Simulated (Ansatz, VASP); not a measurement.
**Sr3Ir: VASP beside Ansatz**

```
CELL_PARAMETERS angstrom
5.01378 0.00000 0.00000
0.00000 5.01378 0.00000
0.00000 0.00000 5.01378
ATOMIC_POSITIONS crystal
Sr 0.00000 0.50000 0.50000
Sr 0.50000 0.00000 0.50000
Sr 0.50000 0.50000 0.00000
Ir 0.00000 0.00000 0.00000
```

Alike in both runs: task relaxation of cell and atoms; functional PBE; k mesh 10 × 10 × 10; occupations gaussian, width 0.1 eV; no spin polarisation.

```csv
,VASP,Ansatz
version,VASP 6.6.1,Ansatz 0.2.0
potentials or method,"VASP PAW PBE potentials, release 64 (Sr_sv, Ir), cutoff 600 eV","scalar-relativistic, plane waves, PAW"
valence electrons in the cell,39,47
```

Ansatz gave:

| Quantity | Value |
| --- | --- |
| gap on the k mesh at the Fermi level, each at its own relaxed structure (eV) | none |
| relaxed volume (Å³/atom) | 31.68 |
| relaxed cell length with the largest relative difference (Å) | 5.023 |

Q: Which values does VASP return?

A: gap on the k mesh at the Fermi level, each at its own relaxed structure (eV): none; relaxed volume (Å³/atom): 31.86; relaxed cell length with the largest relative difference (Å): 5.032.

A gap of «none» marks a metal or a gap that the smearing closes. VASP's potentials hold 39 valence electrons a cell and Ansatz's 47, so a difference there can come from the potentials and not from the codes.

Spin-orbit coupling is off throughout.
